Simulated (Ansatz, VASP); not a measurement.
**Pb in VASP and in Ansatz**

File INCAR:

```
PREC = Accurate ; ENCUT = 520
EDIFF = 1E-6 ; ISMEAR = 0
SIGMA = 0.15 ; LREAL = False
LASPH = True ; NELM = 80
ALGO = Fast ; ISIF = 2
LWAVE = False ; LCHARG = False
GGA = PE ; NBANDS = 13
```

File KPOINTS:

```
regular mesh
0
Gamma
  16 16 16
```

POSCAR

```
Pb
1.0
    0.0000000000      2.3463100000      2.5315450000
    2.3463100000      0.0000000000      2.5315450000
    2.3463100000      2.3463100000      0.0000000000
Pb
1
Direct
    0.0000000000      0.0000000000      0.0000000000
```

Input for Ansatz:

```yaml
crystal:
  lattice:
    - [0.0, 2.34631, 2.531545]
    - [2.34631, 0.0, 2.531545]
    - [2.34631, 2.34631, 0.0]
  atoms:
    - { symbol: Pb, position: [0.0, 0.0, 0.0] }
basis:
  ecutwfc: 420
kpoints:
  mp_grid: { grid: [16, 16, 16] }
hamiltonian:
  xc: pbe
scf:
  occupations: { method: gaussian, width: 0.15 }
output:
  forces: true
  stress: true
  eigenvalues: true
```

Change from the starting cell: strain -0.050 along x and y, +0.025 along z, atoms carried along.

Alike in both runs: task single point; functional PBE; k mesh 16 × 16 × 16; occupations gaussian, width 0.15 eV; no spin polarisation.

|  | VASP | Ansatz |
| --- | --- | --- |
| version | VASP 6.6.1 | Ansatz 0.2.0 |
| potentials or method | VASP PAW PBE potentials, release 64 (Pb_d), cutoff 520 eV | scalar-relativistic, plane waves, PAW |
| valence electrons in the cell | 14 | 14 |

Ansatz gave:

| Item | Value |
| --- | --- |
| gap on the k mesh at the Fermi level (eV) | none |
| pressure (GPa) | 7.7 |
| traceless stress, the component that is largest in VASP (GPa) | -1.24 |

What did VASP give for the same quantities?

gap on the k mesh at the Fermi level (eV): none; pressure (GPa): 7.6; traceless stress, the component that is largest in VASP (GPa): -1.24.

A gap of «none» marks a metal or a gap that the smearing closes. With one functional, cell and mesh, what is left measures potentials, basis and numerics.

Neither program's run includes spin-orbit coupling.
